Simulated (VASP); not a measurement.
A run of VASP 6.6.1:

The input INCAR:

```
  PREC = Accurate
  ENCUT = 600
  EDIFF = 1E-6
  ISMEAR = 0
  SIGMA = 0.1
  LREAL = F
  LASPH = T
  NELM = 60
  ALGO = Normal
  ISIF = 3
  LWAVE = F
  LCHARG = F
  GGA = PE
  IBRION = 2
  NSW = 100
  EDIFFG = -0.005
```

The input KPOINTS:

```
regular mesh
0
Gamma
  18 18 12
```

The input POSCAR:

```
HfB2
1.0
    3.1400000000      0.0000000000      0.0000000000
   -1.5700000000      2.7193197679      0.0000000000
    0.0000000000      0.0000000000      3.4800000000
Hf B
1 2
Direct
    0.0000000000      0.0000000000      0.0000000000
    0.3333333333      0.6666666667      0.5000000000
    0.6666666667      0.3333333333      0.5000000000
```

Potentials or basis: VASP PAW PBE potentials, release 64 (Hf_pv, B).

Run with:

```bash
$ cat potpaw_PBE.64/Hf_pv/POTCAR potpaw_PBE.64/B/POTCAR > POTCAR
$ mpirun -np 1 vasp_std > vasp.out
```

Hardware: 1 thread of Intel(R) Xeon(R) 6975P-C (Granite Rapids), with other jobs on the host.

Problem. How long does it take, and how much memory?

Solution. Wall time 110 s on 1 thread of Intel(R) Xeon(R) 6975P-C (Granite Rapids), with other jobs on the host, peak memory 0.27 GiB. Counts: scf iterations 30, k points 259, ion steps 4.
